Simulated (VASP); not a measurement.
A run of VASP 6.6.1 is set up as follows.

Contents of INCAR:

```
PREC = Accurate ; ENCUT = 520
EDIFF = 1E-6 ; ISMEAR = -1
SIGMA = 0.05 ; LREAL = F
LASPH = T ; NELM = 150
ALGO = Normal ; ISIF = 2
LWAVE = F ; LCHARG = F
ISPIN = 2 ; MAGMOM = 0 2
LORBIT = 11 ; LMAXMIX = 4
GGA = PE ; NBANDS = 20
```

The input KPOINTS:

```
Automatic mesh
0
Gamma
  9 9 9
```

File POSCAR:

```
CaCo
1.0
    0.0000000000      2.5692257500      2.5692257500
    2.5692257500      0.0000000000      2.5692257500
    2.5692257500      2.5692257500      0.0000000000
Ca Co
1 1
Direct
    0.5000000000      0.5000000000      0.5000000000
    0.0000000000      0.0000000000      0.0000000000
```

Potentials or basis: VASP PAW PBE potentials, release 64 (Ca_sv, Co).

Command:

```sh
$ cat potpaw_PBE.64/Ca_sv/POTCAR potpaw_PBE.64/Co/POTCAR > POTCAR
$ mpirun -np 1 vasp_std > vasp.out
```

(1) Estimate the pressure.

(2) Estimate the site moments.

## Answers

(1) 21.7 GPa.

(2) Ca -0.06; Co +1.14 μB.
